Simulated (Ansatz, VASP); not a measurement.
Two plane-wave programs on ZrMo3

```xyz
8
Lattice="5.1896 0.0000 0.0000 0.0000 5.1896 0.0000 0.0000 0.0000 5.1896" Properties=species:S:1:pos:R:3 pbc="T T T"
Zr    0.0000    0.0000    0.0000
Zr    2.5948    2.5948    2.5948
Mo    1.2974    0.0000    2.5948
Mo    2.5948    3.8922    0.0000
Mo    3.8922    0.0000    2.5948
Mo    2.5948    1.2974    0.0000
Mo    0.0000    2.5948    3.8922
Mo    0.0000    2.5948    1.2974
```

Alike in both runs: functional PBE; k mesh 4 × 4 × 4; occupations gaussian, width 0.1 eV; no spin polarisation.

Ansatz relaxed the structure, and its values are those at the end. VASP's run is a single point on that final structure, the one shown.

|  | VASP | Ansatz |
| --- | --- | --- |
| version | VASP 6.6.1 | Ansatz 0.2.0 |
| potentials or method | VASP PAW PBE potentials, release 64 (Zr_sv, Mo_sv), cutoff 520 eV | scalar-relativistic, plane waves, PAW |
| valence electrons in the cell | 108 | 108 |

```csv
,VASP,Ansatz,Ansatz less VASP
gap on the k mesh at the Fermi level (eV),none,none,-
pressure (GPa),0.5,0.2,-0.27
```

A gap of «none» marks a metal or a gap that the smearing closes.
